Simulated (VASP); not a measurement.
# RuS2 (P6_3/mmc) in VASP: further runs

RuS2 is run at these levels: PBE; tasks: single point, relaxation of cell and atoms.

Everything below comes from runs of VASP 6.6.1. Logs are shortened: lines on timing, memory, paths and dates and some standing lists are left out, and cuts for length are marked.

## Step 1: The cell of the first run

The structure is hexagonal, space group P6_3/mmc (No. 194). The conventional cell has a = 3.327 Å, b = 3.327 Å, c = 12.199 Å, α = 90.00°, β = 90.00°, γ = 120.00°. Ru (site symmetry -6m2) has 6 S at 2.38 Å within 3.1 Å. Within 3.1 Å of S (site symmetry 3m) lie 3 Ru at 2.38 Å and 1 S at 2.81 Å.

## Step 2: Single point, PBE

Contents of INCAR:

```
PREC = Accurate
ENCUT = 520
EDIFF = 1E-6
ISMEAR = 0
SIGMA = 0.1
LREAL = F
LASPH = T
NELM = 100
ALGO = Normal
ISIF = 2
LWAVE = F
LCHARG = F
GGA = PE
NBANDS = 35
```

Contents of KPOINTS:

```
Automatic mesh
0
Gamma
  12 12 4
```

Contents of POSCAR:

```
RuS2
1.0
    3.3267981626      0.0000000000      0.0000000000
   -1.6633990813      2.8810917221      0.0000000000
    0.0000000000      0.0000000000     12.1988451716
Ru S
2 4
Direct
    0.3333333333      0.6666666667      0.2500000000
    0.6666666667      0.3333333333      0.7500000000
    0.3333333333      0.6666666667      0.6348093641
    0.6666666667      0.3333333333      0.1348093641
    0.3333333333      0.6666666667      0.8651906359
    0.6666666667      0.3333333333      0.3651906359
```

Potentials or basis: VASP PAW PBE potentials, release 64 (Ru_pv, S).

Started as:

```bash
> cat potpaw_PBE.64/Ru_pv/POTCAR potpaw_PBE.64/S/POTCAR > POTCAR
> mpirun -np 1 vasp_std > vasp.out
```

OUTCAR:

```text
PREC = Accurate
   ENCUT = 520
   EDIFF = 1E-6
   ISMEAR = 0
   LREAL = F
   LASPH = T
   NELM = 100
   ISIF = 2
   GGA = PE

 ion  position               nearest neighbor table
   1  0.333  0.667  0.250-   4 2.38   6 2.38   4 2.38   6 2.38   4 2.38   6 2.38
   2  0.667  0.333  0.750-   3 2.38   5 2.38   3 2.38   5 2.38   3 2.38   5 2.38
   3  0.333  0.667  0.635-   2 2.38   2 2.38   2 2.38
   4  0.667  0.333  0.135-   1 2.38   1 2.38   1 2.38
   5  0.333  0.667  0.865-   2 2.38   2 2.38   2 2.38
   6  0.667  0.333  0.365-   1 2.38   1 2.38   1 2.38

  LATTYP: Found a hexagonal cell.
 ALAT       =     3.3267981626
 C/A-ratio  =     3.6668425842

  Lattice vectors:

 A1 = (   3.3267981626,   0.0000000000,   0.0000000000)
 A2 = (  -1.6633990813,   2.8810917221,   0.0000000000)
 A3 = (   0.0000000000,   0.0000000000,  12.1988451716)

Analysis of symmetry for initial positions (statically):
=====================================================================
 Subroutine PRICEL returns:
 Original cell was already a primitive cell.

 Routine SETGRP: Setting up the symmetry group for a
 hexagonal supercell.

 Subroutine GETGRP returns: Found 24 space group operations
 (whereof 12 operations were pure point group operations)
 out of a pool of 24 trial point group operations.

The static configuration has the point symmetry D_3d.
 The point group associated with its full space group is D_6h.

Analysis of symmetry for dynamics (positions and initial velocities):
=====================================================================
 Subroutine PRICEL returns:
 Original cell was already a primitive cell.

 Routine SETGRP: Setting up the symmetry group for a
 hexagonal supercell.

 Subroutine GETGRP returns: Found 24 space group operations
 (whereof 12 operations were pure point group operations)
 out of a pool of 24 trial point group operations.

The dynamic configuration has the point symmetry D_3d.
 The point group associated with its full space group is D_6h.

 Subroutine INISYM returns: Found 24 space group operations
 (whereof 12 operations are pure point group operations),
 and found     1 'primitive' translations

----------------------------------------------------------------------------------------

                                     Primitive cell

  volume of cell :     116.9236

  direct lattice vectors                    reciprocal lattice vectors
     3.326798163  0.000000000  0.000000000     0.300589321  0.173545325  0.000000000
    -1.663399081  2.881091722  0.000000000     0.000000000  0.347090651  0.000000000
     0.000000000  0.000000000 12.198845172     0.000000000  0.000000000  0.081974973

  length of vectors
     3.326798163  3.326798163 12.198845172     0.347090651  0.347090651  0.081974973

  position of ions in fractional coordinates (direct lattice)
     0.333333333  0.666666667  0.250000000
     0.666666667  0.333333333  0.750000000
     0.333333333  0.666666667  0.634809364
     0.666666667  0.333333333  0.134809364
     0.333333333  0.666666667  0.865190636
     0.666666667  0.333333333  0.365190636

  ion indices of the primitive-cell ions
   primitive index   ion index
                 1           1
                 2           2
                 3           3
                 4           4
                 5           5
                 6           6

----------------------------------------------------------------------------------------

 KPOINTS: Automatic mesh

Automatic generation of k-mesh.
 Grid dimensions read from file:
 generate k-points for:   12   12    4

 Generating k-lattice:

  Cartesian coordinates                     Fractional coordinates (reciprocal lattice)
     0.025049110  0.014462110  0.000000000     0.083333333  0.000000000  0.000000000
     0.000000000  0.028924221  0.000000000     0.000000000  0.083333333  0.000000000
     0.000000000  0.000000000  0.020493743     0.000000000  0.000000000  0.250000000

  Length of vectors
     0.028924221  0.028924221  0.020493743

  Shift w.r.t. Gamma in fractional coordinates (k-lattice)
     0.000000000  0.000000000  0.000000000

 Subroutine IBZKPT returns following result:
 ===========================================

 Found     57 irreducible k-points:

 Following reciprocal coordinates:
            Coordinates               Weight
  0.000000  0.000000  0.000000      1.000000
  0.083333  0.000000  0.000000      6.000000
  0.166667  0.000000  0.000000      6.000000
  0.250000  0.000000  0.000000      6.000000
  0.333333  0.000000  0.000000      6.000000
  0.416667 -0.000000  0.000000      6.000000
[... 16 lines left out ...]
  0.250000  0.000000  0.250000     12.000000
  0.333333  0.000000  0.250000     12.000000
 [... further k-points ...]
   k-points           NKPTS =     57   k-points in BZ     NKDIM =     57   number of bands    NBANDS=     35
   number of dos      NEDOS =    301   number of ions     NIONS =      6
   total plane-waves  NPLWV =  75264
   dimension x,y,z NGX =    28 NGY =   28 NGZ =   96
   dimension x,y,z NGXF=    56 NGYF=   56 NGZF=  192
   ions per type =               2   4
   NGX,Y,Z   is equivalent  to a cutoff of  13.99, 13.99, 13.08 a.u.
   NGXF,Y,Z  is equivalent  to a cutoff of  27.98, 27.98, 26.17 a.u.
 SYSTEM =  unknown system
   PREC   = accura    normal or accurate (medium, high low for compatibility)
   ISTART =      0    job   : 0-new  1-cont  2-samecut
   ICHARG =      2    charge: 1-file 2-atom 10-const
   ISPIN  =      1    spin polarized calculation?
   LNONCOLLINEAR =      F non collinear calculations
   LSORBIT =      F    spin-orbit coupling
   LASPH  =      T    aspherical Exc in radial PAW
   ENCUT  =  520.0 eV  38.22 Ry    6.18 a.u.   6.19  6.19 22.68*2*pi/ulx,y,z
   NELM   =    100;   NELMIN=  2; NELMDL= -5     # of ELM steps
   EDIFF  = 0.1E-05   stopping-criterion for ELM
   LREAL  =      F    real-space projection
   EDIFFG = 0.1E-04   stopping-criterion for IOM
   NSW    =      0    number of steps for IOM
   IBRION =     -1    ionic relax: 0-MD 1-quasi-New 2-CG
   NFREE  =      0    steps in history (QN), initial steepest desc. (CG)
   ISIF   =      2    stress and relaxation
   ISYM   =      2    0-nonsym 1-usesym 2-fastsym
   POTIM  = 0.5000    time-step for ionic-motion
   TEBEG  =    0.0;   TEEND  =   0.0 temperature during run
   PSTRESS=    0.0 pullay stress
   NELECT =      52.0000    total number of electrons
   NUPDOWN=      -1.0000    fix difference up-down
   EMIN   =  10.00;   EMAX   =-10.00  energy-range for DOS
   EFERMI =   0.00;   METHOD = LEGACY
   ISMEAR =     0;   SIGMA  =   0.10  broadening in eV -4-tet -1-fermi 0-gaus
   EFERMI_NEDOS =   21; number of points for ismear=-14 and -15
   IALGO  =     38    algorithm
   IMIX   =      4    mixing-type and parameters
     AMIX     =   0.40;   BMIX     =  1.00
     AMIX_MAG =   1.60;   BMIX_MAG =  1.00
  volume/ion in A,a.u.               =      19.49       131.51
  Fermi-wavevector in a.u.,A,eV,Ry     =   1.249612  2.361424 21.245908  1.561530
  Thomas-Fermi vector in A             =   2.383645
   LORBIT       =      0    0 simple, 1 ext, 2 COOP (PROOUT), +10 PAW based schemes
   GGA     = PE    functional components
   LHFCALC =     F    Hartree Fock is set to
   AEXX    =    0.0000 exact exchange contribution
   IVDW    =     0    specifies the selected vdW correction
   LEPSILON=     F    determine dielectric tensor
   LRPA    =     F    only Hartree local field effects (RPA)
 non-spin polarized calculation
 Gauss-broadening in eV      SIGMA  =   0.10
  energy-cutoff  :      520.00
  volume of cell :      116.92
 maximum number of plane-waves:      3178
 NGX is ok and might be reduce to    28
   NGX = 13   NGY = 13   NGZ = 45

 number of electron      52.0000002 magnetization

 Free energy of the ion-electron system (eV)
  ---------------------------------------------------
  ext. energy  EPLUGINS =         0.00000000
  ---------------------------------------------------
  free energy    TOTEN  =       -35.76730992 eV

  energy without entropy =      -35.74051774  energy(sigma->0) =      -35.75391383

 E-fermi :   6.4001     XC(G=0): -10.1783

 val. band max:        6.3928041640   @ k =   0.3333   0.1667   0.0000
 cond. band min:       6.4190104231   @ k =   0.3333   0.0000   0.5000
 fundamental gap:      0.0262062591
 Fermi energy:         6.4001229585

 k-point     1 :       0.0000    0.0000    0.0000
  band No.  band energies     occupation
      1     -37.1513      2.00000
      2     -37.1512      2.00000
      3     -37.0266      2.00000
      4     -37.0266      2.00000
      5     -37.0266      2.00000
      6     -37.0266      2.00000
[... 27 lines left out ...]
     34      11.0486      0.00000
     35      13.6877      0.00000

 k-point     2 :       0.0833    0.0000    0.0000
  band No.  band energies     occupation
      1     -37.1501      2.00000
      2     -37.1501      2.00000
      3     -37.0334      2.00000
      4     -37.0334      2.00000
      5     -37.0282      2.00000
      6     -37.0282      2.00000
[... 27 lines left out ...]
     34      11.4298      0.00000
     35      13.7283      0.00000

 k-point     3 :       0.1667    0.0000    0.0000
  band No.  band energies     occupation
      1     -37.1471      2.00000
      2     -37.1471      2.00000
      3     -37.0521      2.00000
      4     -37.0520      2.00000
      5     -37.0327      2.00000
      6     -37.0327      2.00000
[... 27 lines left out ...]
     34      12.3178      0.00000
     35      13.7581      0.00000

 k-point     4 :       0.2500    0.0000    0.0000
  band No.  band energies     occupation
      1     -37.1429      2.00000
      2     -37.1429      2.00000
      3     -37.0774      2.00000
      4     -37.0774      2.00000
      5     -37.0388      2.00000
      6     -37.0388      2.00000
[... 27 lines left out ...]
     34      12.9689      0.00000
     35      13.5246      0.00000

 k-point     5 :       0.3333    0.0000    0.0000
  band No.  band energies     occupation
      1     -37.1387      2.00000
      2     -37.1387      2.00000
      3     -37.1027      2.00000
      4     -37.1027      2.00000
      5     -37.0449      2.00000
      6     -37.0449      2.00000
[... 638 lines left out ...]
 k-point    22 :       0.1667    0.0000    0.2500
  band No.  band energies     occupation
      1     -37.1471      2.00000
      2     -37.1471      2.00000
      3     -37.0521      2.00000
      4     -37.0520      2.00000
      5     -37.0327      2.00000
      6     -37.0327      2.00000
[... 27 lines left out ...]
     34      12.3084      0.00000
     35      13.8907      0.00000

 k-point    23 :       0.2500    0.0000    0.2500
  band No.  band energies     occupation
      1     -37.1429      2.00000
      2     -37.1429      2.00000
      3     -37.0774      2.00000
      4     -37.0774      2.00000
      5     -37.0388      2.00000
      6     -37.0388      2.00000
[... 27 lines left out ...]
     34      12.9791      0.00000
     35      13.5371      0.00000

 k-point    24 :       0.3333    0.0000    0.2500
  band No.  band energies     occupation
      1     -37.1387      2.00000
      2     -37.1387      2.00000
      3     -37.1027      2.00000
      4     -37.1027      2.00000
      5     -37.0449      2.00000
      6     -37.0449      2.00000
[... 27 lines left out ...]
     34      12.6462      0.00000
     35      13.1017      0.00000

 [... further k-points ...]

------------------------ aborting loop because EDIFF is reached ----------------------------------------

  FORCE on cell =-STRESS in cart. coord.  units (eV):
  Direction    XX          YY          ZZ          XY          YZ          ZX
  --------------------------------------------------------------------------------------
  -------------------------------------------------------------------------------------
  Total       -0.1629013     -0.1629013     -0.1759630      0.0000000      0.0000000     -0.0000000
  in kB       -2.2321987     -2.2321987     -2.4111809      0.0000000      0.0000000     -0.0000000
  external PRESSURE =      -2.2918594 kB  Pullay stress =       0.0000000 kB

 VOLUME and BASIS-vectors are now :
 -----------------------------------------------------------------------------
  energy-cutoff  :      520.00
  volume of cell :      116.92
      direct lattice vectors                 reciprocal lattice vectors
     3.326798163  0.000000000  0.000000000     0.300589321  0.173545325  0.000000000
    -1.663399081  2.881091722  0.000000000     0.000000000  0.347090651  0.000000000
     0.000000000  0.000000000 12.198845172     0.000000000  0.000000000  0.081974973

 POSITION                                       TOTAL-FORCE (eV/Angst)
 -----------------------------------------------------------------------------------
     -0.00000      1.92073      3.04971         0.000000      0.000000     -0.000000
      1.66340      0.96036      9.14913         0.000000     -0.000000     -0.000000
     -0.00000      1.92073      7.74394         0.000000     -0.000000      0.029445
      1.66340      0.96036      1.64452        -0.000000      0.000000      0.029445
     -0.00000      1.92073     10.55433        -0.000000     -0.000000     -0.029445
      1.66340      0.96036      4.45490        -0.000000      0.000000     -0.029445
 -----------------------------------------------------------------------------------
    total drift:                               -0.000000      0.000000      0.000000

  FREE ENERGIE OF THE ION-ELECTRON SYSTEM (eV)
  ---------------------------------------------------
  free  energy   TOTEN  =       -35.7673099171 eV

  energy  without entropy=      -35.7405177440  energy(sigma->0) =      -35.75391383
```

Run time: 1.9 min. Hardware: 1 thread of Intel Xeon 6975P-C (Granite Rapids), shared host; peak memory 0.35 GiB.

What came out:

```
Free energy            : -35.7673 eV
Pressure               : -0.2 GPa
Largest force          : 0.029 eV/Å
Band gap on the k mesh : zero (bands 26 and 27 overlap by 1.33 eV)
```

Forces in eV/Å, atoms in the order of the input:
```
Ru   0.000  0.000  0.000
Ru   0.000  0.000  0.000
S    0.000  0.000  0.029
S    0.000  0.000  0.029
S    0.000  0.000 -0.029
S    0.000  0.000 -0.029
```

Caveat: this functional lacks dispersion, which binds the layers, so the pressure and a relaxed spacing across them are unreliable.

## Step 3: Single point, PBE, collinear spin, ferromagnetic start

This run uses another cell than the first one, of 14.43 Å³/atom.

Contents of INCAR:

```
PREC = Accurate
ENCUT = 520
EDIFF = 1E-6
ISMEAR = 0
SIGMA = 0.1
LREAL = False
LASPH = True
NELM = 150
ALGO = Normal
ISIF = 2
LWAVE = False
LCHARG = True
ISPIN = 2
MAGMOM = 1 1 0 0 0 0
LORBIT = 11
LMAXMIX = 4
GGA = PE
LELF = True
LVHAR = True
NBANDS = 39
```

Contents of KPOINTS:

```
Automatic mesh
0
Gamma
  6 6 2
```

Contents of POSCAR:

```
RuS2
1.0
    2.9513420686      0.0000000000      0.0000000000
   -1.4756710343      2.5559372066      0.0000000000
    0.0000000000      0.0000000000     11.4795103915
Ru S
2 4
Direct
    0.3333333333      0.6666666667      0.2500000000
    0.6666666667      0.3333333333      0.7500000000
    0.3333333333      0.6666666667      0.6275000000
    0.6666666667      0.3333333333      0.1275000000
    0.3333333333      0.6666666667      0.8725000000
    0.6666666667      0.3333333333      0.3725000000
```

Potentials or basis: VASP PAW PBE potentials, release 64 (Ru_pv, S).

Started as:

```bash
> cat potpaw_PBE.64/Ru_pv/POTCAR potpaw_PBE.64/S/POTCAR > POTCAR
> mpirun -np 1 vasp_std > vasp.out
```

Wall time 67 s (1 thread of Intel Xeon 6975P-C (Granite Rapids), shared host); peak memory 0.29 GiB.

It converged, with:

```
Free energy                                           : -32.2564 eV
Pressure                                              : 53.5 GPa
Largest force                                         : 4.261 eV/Å
Band gap on the k mesh                                : zero (filled and empty bands overlap)
Net moment                                            : -0.01 μB per cell
Valence electrons inside the program's atomic spheres : Ru 13.24; S 3.75
```

Forces on the atoms (eV/Å):
```
Ru   0.000  0.000  0.000
Ru   0.000  0.000  0.000
S    0.000  0.000 -4.261
S    0.000  0.000 -4.261
S    0.000  0.000  4.261
S    0.000  0.000  4.261
```

Stress tensor (GPa, compression positive):
```
56.93  0.00  0.00
 0.00 56.93  0.00
 0.00  0.00 46.55
```

Levels at points of the mesh, in eV from the Fermi level:
Spin up:
```csv
k point,band 24,band 25,band 26,band 27,band 28,band 29
"(0.00, 0.00, 0.00)",-1.60,1.20,1.20,1.25,1.25,1.81
"(0.50, 0.00, 0.00)",-3.00,-0.74,-0.63,-0.21,0.10,1.75
"(0.00, 0.00, 0.50)",-1.73,1.22,1.22,1.22,1.22,1.92
"(0.50, 0.00, 0.50)",-3.07,-0.69,-0.69,-0.04,-0.04,2.22
```
Spin down:
| k point | band 23 | band 24 | band 25 | band 26 | band 27 | band 28 | band 29 | band 30 |
| --- | --- | --- | --- | --- | --- | --- | --- | --- |
| (0.00, 0.00, 0.00) | -1.99 | -1.60 | 1.20 | 1.20 | 1.25 | 1.25 | 1.80 | 1.80 |
| (0.50, 0.00, 0.00) | -3.16 | -3.00 | -0.74 | -0.64 | -0.21 | 0.09 | 1.75 | 2.50 |
| (0.00, 0.00, 0.50) | -1.73 | -1.73 | 1.22 | 1.22 | 1.22 | 1.22 | 1.91 | 1.91 |
| (0.50, 0.00, 0.50) | -3.08 | -3.08 | -0.69 | -0.69 | -0.04 | -0.04 | 2.22 | 2.22 |

Caveat: the k points lie up to 0.41 Å⁻¹ apart, too coarse for converged energies and pressures of a metal; this functional lacks dispersion, which binds the layers, so the pressure and a relaxed spacing across them are unreliable; forces of over 1 eV/Å act on the atoms, so gaps and moduli don't describe the material at rest.

(Continued in part 2 of 3.)
